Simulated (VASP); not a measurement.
# Sc2AlP3 (Cmmm) in VASP: further runs

The runs below take Sc2AlP3 through single point, relaxation of cell and atoms, with PBE.

Program: VASP 6.6.1. These are calculated values, not measurements. Logs are shortened: lines on timing, memory, paths and dates and some standing lists are left out, and cuts for length are marked.

**1. The cell of the first run**

It takes space group Cmmm (No. 65, orthorhombic). The conventional cell has a = 5.018 Å, b = 10.617 Å, c = 3.951 Å, α = 90.00°, β = 90.00°, γ = 90.00°. Sc (site symmetry m2m) has 5 P at 2.12 to 2.57 Å within 2.8 Å. Al (site symmetry mmm) has 6 P at 2.51 Å within 3.3 Å. P (site symmetry m2m) has 3 Sc at 2.12 to 2.51 Å and 2 Al at 2.51 Å within 2.8 Å. Within 3.3 Å of P (site symmetry mmm) lie 2 Al at 2.51 Å and 4 Sc at 2.57 Å.

The cell was built from a structure type or drawn by symmetry, and may not be a known phase.

**2. Single point, PBE**

The input, INCAR:

```
PREC = Accurate ; ENCUT = 520
EDIFF = 1E-7 ; ISMEAR = 0
SIGMA = 0.1 ; LREAL = F
LASPH = T ; NELM = 100
ALGO = Normal ; ISIF = 2
LWAVE = F ; LCHARG = F
GGA = PE ; NBANDS = 29
```

The input, KPOINTS:

```
regular mesh
0
Gamma
  4 4 4
```

The input, POSCAR:

```
Sc2AlP3
1.0
    2.5091256200     -5.3085063300      0.0000000000
    2.5091256200      5.3085063300      0.0000000000
    0.0000000000      0.0000000000      3.9514282400
Sc Al P
2 1 3
Direct
    0.6549724500      0.3450275500      0.5000000000
    0.3450275500      0.6549724500      0.5000000000
    0.0000000000      0.0000000000      0.0000000000
    0.1453886600      0.8546113400      0.5000000000
    0.8546113400      0.1453886600      0.5000000000
    0.5000000000      0.5000000000      0.0000000000
```

Potentials or basis: VASP PAW PBE potentials, release 64 (Sc_sv, Al, P).

Started as:

```
$ cat potpaw_PBE.64/Sc_sv/POTCAR potpaw_PBE.64/Al/POTCAR potpaw_PBE.64/P/POTCAR > POTCAR
$ mpirun -np 1 vasp_std > vasp.out
```

OUTCAR:

```text
PREC = Accurate
   ENCUT = 520
   EDIFF = 1E-7
   ISMEAR = 0
   LREAL = F
   LASPH = T
   NELM = 100
   ISIF = 2
   GGA = PE

 ion  position               nearest neighbor table
   1  0.655  0.345  0.500-   5 2.12   4 2.51   4 2.51   6 2.57   6 2.57   2 3.22   2 3.22   2 3.29

   2  0.345  0.655  0.500-   4 2.12   5 2.51   5 2.51   6 2.57   6 2.57   1 3.22   1 3.22   1 3.29

   3  0.000  0.000  0.000-   4 2.51   5 2.51   4 2.51   5 2.51   6 2.51   6 2.51
   4  0.145  0.855  0.500-   2 2.12   3 2.51   3 2.51   1 2.51   1 2.51
   5  0.855  0.145  0.500-   1 2.12   3 2.51   3 2.51   2 2.51   2 2.51
   6  0.500  0.500  0.000-   3 2.51   3 2.51   1 2.57   1 2.57   2 2.57   2 2.57

  LATTYP: Found a base centered orthorhombic cell.
 ALAT       =     5.0182512400
 B/A-ratio  =     2.1156797761
 C/A-ratio  =     0.7874114011

  Lattice vectors:

 A1 = (   2.5091256200,  -5.3085063300,   0.0000000000)
 A2 = (   2.5091256200,   5.3085063300,   0.0000000000)
 A3 = (   0.0000000000,   0.0000000000,   3.9514282400)

Analysis of symmetry for initial positions (statically):
=====================================================================
 Subroutine PRICEL returns:
 Original cell was already a primitive cell.

 Routine SETGRP: Setting up the symmetry group for a
 base centered orthorhombic supercell.

 Subroutine GETGRP returns: Found  8 space group operations
 (whereof  8 operations were pure point group operations)
 out of a pool of  8 trial point group operations.

The static configuration has the point symmetry D_2h.

Analysis of symmetry for dynamics (positions and initial velocities):
=====================================================================
 Subroutine PRICEL returns:
 Original cell was already a primitive cell.

 Routine SETGRP: Setting up the symmetry group for a
 base centered orthorhombic supercell.

 Subroutine GETGRP returns: Found  8 space group operations
 (whereof  8 operations were pure point group operations)
 out of a pool of  8 trial point group operations.

The dynamic configuration has the point symmetry D_2h.

 Subroutine INISYM returns: Found  8 space group operations
 (whereof  8 operations are pure point group operations),
 and found     1 'primitive' translations

[... 97 lines left out ...]
   NELM   =    100;   NELMIN=  2; NELMDL= -5     # of ELM steps
   EDIFF  = 0.1E-06   stopping-criterion for ELM
   LREAL  =      F    real-space projection
   EDIFFG = 0.1E-05   stopping-criterion for IOM
   NSW    =      0    number of steps for IOM
   IBRION =     -1    ionic relax: 0-MD 1-quasi-New 2-CG
   NFREE  =      0    steps in history (QN), initial steepest desc. (CG)
   ISIF   =      2    stress and relaxation
   ISYM   =      2    0-nonsym 1-usesym 2-fastsym
   POTIM  = 0.5000    time-step for ionic-motion
   TEBEG  =    0.0;   TEEND  =   0.0 temperature during run
   PSTRESS=    0.0 pullay stress
   NELECT =      40.0000    total number of electrons
   NUPDOWN=      -1.0000    fix difference up-down
   EMIN   =  10.00;   EMAX   =-10.00  energy-range for DOS
   EFERMI =   0.00;   METHOD = LEGACY
   ISMEAR =     0;   SIGMA  =   0.10  broadening in eV -4-tet -1-fermi 0-gaus
   EFERMI_NEDOS =   21; number of points for ismear=-14 and -15
   IALGO  =     38    algorithm
   IMIX   =      4    mixing-type and parameters
     AMIX     =   0.40;   BMIX     =  1.00
     AMIX_MAG =   1.60;   BMIX_MAG =  1.00
  volume/ion in A,a.u.               =      17.54       118.39
  Fermi-wavevector in a.u.,A,eV,Ry     =   1.185774  2.240788 19.130604  1.406060
  Thomas-Fermi vector in A             =   2.321961
   LORBIT       =      0    0 simple, 1 ext, 2 COOP (PROOUT), +10 PAW based schemes
   GGA     = PE    functional components
   LHFCALC =     F    Hartree Fock is set to
   AEXX    =    0.0000 exact exchange contribution
   IVDW    =     0    specifies the selected vdW correction
   LEPSILON=     F    determine dielectric tensor
   LRPA    =     F    only Hartree local field effects (RPA)
 non-spin polarized calculation
 Gauss-broadening in eV      SIGMA  =   0.10
  energy-cutoff  :      520.00
  volume of cell :      105.26
 maximum number of plane-waves:      2876
 NGX is ok and might be reduce to    48
   NGX = 21   NGY = 21   NGZ = 15

 number of electron      40.0000001 magnetization

 Free energy of the ion-electron system (eV)
  ---------------------------------------------------
  ext. energy  EPLUGINS =         0.00000000
  ---------------------------------------------------
  free energy    TOTEN  =       -34.78898764 eV

  energy without entropy =      -34.78423039  energy(sigma->0) =      -34.78660902

 E-fermi :   6.3026     XC(G=0): -10.3729

 val. band max:        6.2508894101   @ k =   0.0000   0.0000   0.2500
 cond. band min:       6.3521256522   @ k =   0.5000   0.5000   0.2500
 fundamental gap:      0.1012362421
 Fermi energy:         6.3026431820

 k-point     1 :       0.0000    0.0000    0.0000
  band No.  band energies     occupation
      1     -42.2265      2.00000
      2     -42.1848      2.00000
      3     -21.1697      2.00000
      4     -21.0449      2.00000
      5     -20.9974      2.00000
      6     -20.9830      2.00000
[... 661 lines left out ...]
     28       9.7536      0.00000
     29      11.4623      0.00000

------------------------ aborting loop because EDIFF is reached ----------------------------------------

  FORCE on cell =-STRESS in cart. coord.  units (eV):
  Direction    XX          YY          ZZ          XY          YZ          ZX
  --------------------------------------------------------------------------------------
  -------------------------------------------------------------------------------------
  Total        9.7661771     33.2544237      2.9215739      0.0000000      0.0000000      0.0000000
  in kB      148.6470644    506.1522472     44.4681042      0.0000000      0.0000000      0.0000000
  external PRESSURE =     233.0891386 kB  Pullay stress =       0.0000000 kB

 VOLUME and BASIS-vectors are now :
 -----------------------------------------------------------------------------
  energy-cutoff  :      520.00
  volume of cell :      105.26
      direct lattice vectors                 reciprocal lattice vectors
     2.509125620 -5.308506330  0.000000000     0.199272606 -0.094188453  0.000000000
     2.509125620  5.308506330  0.000000000     0.199272606  0.094188453  0.000000000
     0.000000000  0.000000000  3.951428240     0.000000000  0.000000000  0.253073051

 POSITION                                       TOTAL-FORCE (eV/Angst)
 -----------------------------------------------------------------------------------
      2.50913     -1.64534      1.97571         0.000000      5.571939      0.000000
      2.50913      1.64534      1.97571         0.000000     -5.571939      0.000000
      0.00000      0.00000      0.00000         0.000000     -0.000000      0.000000
      2.50913      3.76491      1.97571         0.000000      4.951003     -0.000000
      2.50913     -3.76491      1.97571         0.000000     -4.951003      0.000000
      2.50913      0.00000      0.00000         0.000000     -0.000000      0.000000
 -----------------------------------------------------------------------------------
    total drift:                               -0.000000     -0.000000      0.000000

  FREE ENERGIE OF THE ION-ELECTRON SYSTEM (eV)
  ---------------------------------------------------
  free  energy   TOTEN  =       -34.7889876433 eV

  energy  without entropy=      -34.7842303918  energy(sigma->0) =      -34.78660902
```

Run time: 2.2 min. Hardware: 1 thread of Oxide Virtual Turin-like, shared host; peak memory 0.24 GiB.

What came out:

- Free energy: -34.7890 eV
- Pressure: 23.3 GPa
- Largest force: 5.572 eV/Å
- Band gap on the k mesh: zero (bands 20 and 21 overlap by 0.49 eV)

Forces in eV/Å, atoms in the order of the input:
```
Sc   0.000  5.572  0.000
Sc   0.000 -5.572  0.000
Al   0.000  0.000  0.000
P    0.000  4.951  0.000
P    0.000 -4.951  0.000
P    0.000  0.000  0.000
```

Stress tensor (GPa, compression positive):
```
14.86  0.00  0.00
 0.00 50.62  0.00
 0.00  0.00  4.45
```

Caveat: the k points lie up to 0.40 Å⁻¹ apart; forces of over 1 eV/Å act on the atoms, so gaps and moduli don't describe the material at rest.

**3. Single point, PBE**

This run uses another cell than the first one, of 20.28 Å³/atom.

The input, INCAR:

```
  PREC = Accurate
  ENCUT = 520
  EDIFF = 1E-7
  ISMEAR = 0
  SIGMA = 0.1
  LREAL = False
  LASPH = True
  NELM = 100
  ALGO = Normal
  ISIF = 2
  LWAVE = False
  LCHARG = True
  GGA = PE
  LELF = True
  LVHAR = True
  NBANDS = 29
```

The input, KPOINTS:

```
Automatic mesh
0
Gamma
  4 4 4
```

The input, POSCAR:

```
Sc2AlP3
1.0
    2.6150195469     -6.0281643499      0.0000000000
    2.6150195469      6.0281643499      0.0000000000
    0.0000000000      0.0000000000      3.8596376790
Sc Al P
2 1 3
Direct
    0.6466609622      0.3533390378      0.5000000000
    0.3533390378      0.6466609622      0.5000000000
    0.0000000000      0.0000000000      0.0000000000
    0.1394323470      0.8605676530      0.5000000000
    0.8605676530      0.1394323470      0.5000000000
    0.5000000000      0.5000000000      0.0000000000
```

Potentials or basis: VASP PAW PBE potentials, release 64 (Sc_sv, Al, P).

Started as:

```
$ cat potpaw_PBE.64/Sc_sv/POTCAR potpaw_PBE.64/Al/POTCAR potpaw_PBE.64/P/POTCAR > POTCAR
$ mpirun -np 1 vasp_std > vasp.out
```

It took 4.5 min on 1 thread of Oxide Virtual Turin-like, shared host; peak memory 0.25 GiB.

The run converged. Its results:

| Quantity | Value |
| --- | --- |
| Free energy | -37.4386 eV |
| Pressure | 0.2 GPa |
| Largest force | 0.035 eV/Å |
| Band gap on the k mesh | zero (bands 20 and 21 overlap by 0.16 eV) |

Forces on the atoms (eV/Å):
```
Sc   0.000 -0.035  0.000
Sc   0.000  0.035  0.000
Al   0.000  0.000  0.000
P    0.000  0.033  0.000
P    0.000 -0.033  0.000
P    0.000  0.000  0.000
```

Stress tensor (GPa, compression positive):
```
0.18 0.00 0.00
0.00 0.48 0.00
0.00 0.00 0.05
```

Levels at points of the mesh, in eV from the Fermi level:
| k point | band 17 | band 18 | band 19 | band 20 | band 21 | band 22 | band 23 | band 24 |
| --- | --- | --- | --- | --- | --- | --- | --- | --- |
| (0.00, 0.00, 0.00) | -0.93 | -0.45 | -0.17 | -0.10 | 0.63 | 1.11 | 1.53 | 1.78 |
| (0.50, 0.00, 0.00) | -1.64 | -1.62 | -1.15 | -0.56 | 0.16 | 1.81 | 1.89 | 2.86 |
| (0.50, 0.50, 0.00) | -1.41 | -1.08 | -0.39 | -0.12 | 0.44 | 1.48 | 1.69 | 1.76 |
| (0.00, 0.00, 0.50) | -1.66 | -1.53 | -1.12 | -0.34 | -0.13 | 0.19 | 1.49 | 2.38 |
| (0.50, 0.00, 0.50) | -2.19 | -2.04 | -1.00 | -0.85 | 1.09 | 1.32 | 2.35 | 2.39 |
| (0.50, 0.50, 0.50) | -1.68 | -1.28 | -1.25 | -0.39 | 0.04 | 0.97 | 1.52 | 1.77 |

Caveat: the k points lie up to 0.41 Å⁻¹ apart.

[end of part 1 of 2]
